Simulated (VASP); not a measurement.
Here is a VASP 6.6.1 calculation.

The input INCAR:

```
SYSTEM = CsSrF3
PREC = Accurate
ENCUT = 520
EDIFF = 1E-6
ISMEAR = 0
SIGMA = 0.05
LREAL = .False.
LASPH = .True.
NELM = 60
ALGO = Normal
ISIF = 2
LWAVE = .False.
LCHARG = .False.
GGA = CA
NBANDS = 28
```

Contents of KPOINTS:

```
regular mesh
0
Gamma
  6 6 6
  0 0 0
```

File POSCAR:

```
CsSrF3
1.0
    4.8346957152      0.0000000000      0.0000000000
    0.0000000000      4.8346957152      0.0000000000
    0.0000000000      0.0000000000      4.6203495997
Cs Sr F
1 1 3
Direct
    0.0000000000      0.0000000000      0.0000000000
    0.5000000000      0.5000000000      0.5000000000
    0.0000000000      0.5000000000      0.5000000000
    0.5000000000      0.0000000000      0.5000000000
    0.5000000000      0.5000000000      0.0000000000
```

Potentials or basis: VASP PAW LDA potentials, release 64 (Cs_sv, Sr_sv, F).

Launch:

```bash
$ cat potpaw_LDA.64/Cs_sv/POTCAR potpaw_LDA.64/Sr_sv/POTCAR potpaw_LDA.64/F/POTCAR > POTCAR
$ mpirun -np 1 vasp_std > vasp.out
```

Question: What does it give for the pressure?

Answer: -2.8 GPa.

Question: What does it give for the band gap on the k mesh?

Answer: 5.97 eV, direct.

Stress tensor (GPa, compression positive):
```
-4.01  0.00  0.00
 0.00 -4.01  0.00
 0.00  0.00 -0.30
```

Caveat: the cell differs from its parent crystal (strain +0.015 along x and y, -0.030 along z); spin-orbit coupling is left out, which moves the levels of the heavy elements. A k mesh can miss the band edges.
